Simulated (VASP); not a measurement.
Wanted: the native input for a VASP 6.6.1 run.

- Task: electric field gradients
- Functional: PBE
- Potentials or basis: VASP PAW PBE potentials, release 64 (Mg, S)
- Cutoff: 520 eV
- k mesh: 13 × 13 × 13
- Occupations: fermi-dirac, width 0.05 eV
- Spin: no spin polarisation
- Dipole correction: no
- Further INCAR settings: ALGO = Normal; EDIFF = 1e-08; NBANDS = 11

The structure of MgS (zincblende type) lies in POSCAR:

```
MgS
1.0
    0.0000000000      2.8244375199      2.8244375199
    2.8244375199      0.0000000000      2.8244375199
    2.8244375199      2.8244375199      0.0000000000
Mg S
1 1
Direct
    0.0000000000      0.0000000000      0.0000000000
    0.2500000000      0.2500000000      0.2500000000
```

This cell differs from its parent crystal: volume scaled by 0.975.

These files were run (other wordings do the same):

INCAR

```
SYSTEM = MgS
ALGO = Normal
EDIFF = 1E-8
ENCUT = 520
GGA = PE
ISIF = 2
ISMEAR = -1
LASPH = .True.
LCHARG = .False.
LEFG = .True.
LREAL = .False.
LWAVE = .False.
NBANDS = 11
NELM = 60
PREC = Accurate
SIGMA = 0.05
```

KPOINTS

```
k-points
0
Gamma
  13 13 13
  0 0 0
```

Potentials or basis: VASP PAW PBE potentials, release 64 (Mg, S).

Run with:

```console
$ cat potpaw_PBE.64/Mg/POTCAR potpaw_PBE.64/S/POTCAR > POTCAR
$ mpirun -np 1 vasp_std > vasp.out
```

It gave:

```yaml
Pressure: 1.3 GPa
Band_gap_on_the_k_mesh: 3.49 eV, direct
```

Caveat: without QUAD_EFG the Cq values of the log hold for a quadrupole moment of 1 mb, not for the nuclei.

It took 34 s on 1 thread of Intel(R) Xeon(R) Platinum 8259CL CPU @ 2.50GHz (Skylake/Cascade Lake) (shared host), peak memory 0.19 GiB.
